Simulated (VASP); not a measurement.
BaTiO3, 5 atoms in the cell. Symmetry: Cmmm, No. 65, orthorhombic system. Conventional cell: a = 5.311 Å, b = 6.057 Å, c = 4.019 Å, α = 90.00°, β = 90.00°, γ = 90.00°. Within 3.5 Å of Ba (site symmetry mmm) lie 12 O at 2.66 to 3.03 Å and 4 Ti at 3.33 Å. Within 2.7 Å of Ti (site symmetry mmm) lie 6 O at 2.01 Å. O (site symmetry 2/m) has 2 Ti at 2.01 Å and 2 O at 2.66 Å within 2.7 Å. O (site symmetry mmm) has 2 Ti at 2.01 Å and 2 Ba at 2.66 Å within 2.7 Å.  This cell differs from its parent crystal: strain +0.1312 x Voigt [0, 0, 0, 1, 0, 0].

```yaml
Program: VASP 6.6.1
Task: single point
Functional: PBE
Potentials_or_basis: VASP PAW PBE potentials, release 64 (Ba_sv, Ti_sv, O)
Cutoff: 520 eV
k_mesh: 8 × 8 × 8
Occupations: gaussian, width 0.05 eV
Spin: no spin polarisation
Dipole_correction: no
Further_INCAR_settings: ALGO = Normal; EDIFF = 1e-06; NBANDS = 28
```

Potentials or basis: VASP PAW PBE potentials, release 64 (Ba_sv, Ti_sv, O).

Launch:

```console
$ cat potpaw_PBE.64/Ba_sv/POTCAR potpaw_PBE.64/Ti_sv/POTCAR potpaw_PBE.64/O/POTCAR > POTCAR
$ mpirun -np 1 vasp_std > vasp.out
```

Hardware: 1 thread of Intel(R) Xeon(R) Platinum 8375C CPU @ 2.90GHz (Ice Lake), with other jobs on the host.

Question: How long does it take, and how much memory?

Answer: It took 6.4 min on 1 thread of Intel(R) Xeon(R) Platinum 8375C CPU @ 2.90GHz (Ice Lake), on a shared host, peak memory 0.4 GiB. Counts: scf iterations 16, k points 170.
